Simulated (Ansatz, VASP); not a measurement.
# Hf in VASP and in Ansatz

File INCAR:

```
  PREC = Accurate
  ENCUT = 520
  EDIFF = 1E-6
  ISMEAR = 0
  SIGMA = 0.1
  LREAL = F
  LASPH = T
  NELM = 100
  ALGO = Normal
  ISIF = 2
  LWAVE = F
  LCHARG = F
  GGA = PS
  NBANDS = 11
```

The input KPOINTS:

```
regular mesh
0
Gamma
  10 10 10
```

File POSCAR:

```
Hf
1.0
   -1.8050000000      1.8050000000      1.8050000000
    1.8050000000     -1.8050000000      1.8050000000
    1.8050000000      1.8050000000     -1.8050000000
Hf
1
Direct
    0.0000000000      0.0000000000      0.0000000000
```

File input.yaml:

```yaml
crystal:
  lattice:
    - [-1.805, 1.805, 1.805]
    - [1.805, -1.805, 1.805]
    - [1.805, 1.805, -1.805]
  atoms:
    - { symbol: Hf, position: [0.0, 0.0, 0.0] }
kpoints:
  mp_grid: { grid: [10, 10, 10] }
scf:
  occupations: { method: gaussian, width: 0.1 }
hamiltonian:
  xc: pbesol
  pseudopotentials: { kind: all_electron, lapw: { basis_error: 0.001 } }
output:
  forces: true
  stress: true
  eigenvalues: true
```

Alike in both runs: task single point; functional PBEsol; k mesh 10 × 10 × 10; occupations gaussian, width 0.1 eV; no spin polarisation.

```csv
,VASP,Ansatz
version,VASP 6.6.1,Ansatz 0.2.0
potentials or method,"VASP PAW PBE potentials, release 64 (Hf_pv), cutoff 520 eV","all-electron LAPW, scalar-relativistic"
```

```csv
,VASP,Ansatz,Ansatz less VASP
gap on the k mesh at the Fermi level (eV),none,none,-
pressure (GPa),-9.4,-9.1,+0.33
```

VASP's potentials were made for PBE, not for PBEsol. A gap of «none» marks a metal or a gap that the smearing closes. Ansatz ran all-electron here, and VASP with PAW potentials.

Spin-orbit coupling is off throughout.
